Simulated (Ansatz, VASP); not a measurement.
## One calculation of Ca, two programs

```
Ca
1.0
    -2.25483    2.25483    2.25483
     2.25483   -2.25483    2.25483
     2.25483    2.25483   -2.25483
Ca
1
Direct
  0.00000 0.00000 0.00000
```

Change from the starting cell: volume scaled by 1.02.

Alike in both runs: task single point; functional PBE; k mesh 8 × 8 × 8; occupations fermi-dirac, width 0.05 eV; no spin polarisation.

```csv
,VASP,Ansatz
version,VASP 6.6.1,Ansatz 0.2.0
potentials or method,"VASP PAW PBE potentials, release 64 (Ca_sv), cutoff 520 eV","all-electron LAPW, scalar-relativistic"
```

|  | VASP | Ansatz | Ansatz less VASP |
| --- | --- | --- | --- |
| gap on the k mesh at the Fermi level (eV) | none | none | - |
| pressure (GPa) | -1.2 | -1.2 | 0.00 |

A gap of «none» marks a metal or a gap that the smearing closes. Ansatz ran all-electron here, and VASP with PAW potentials.
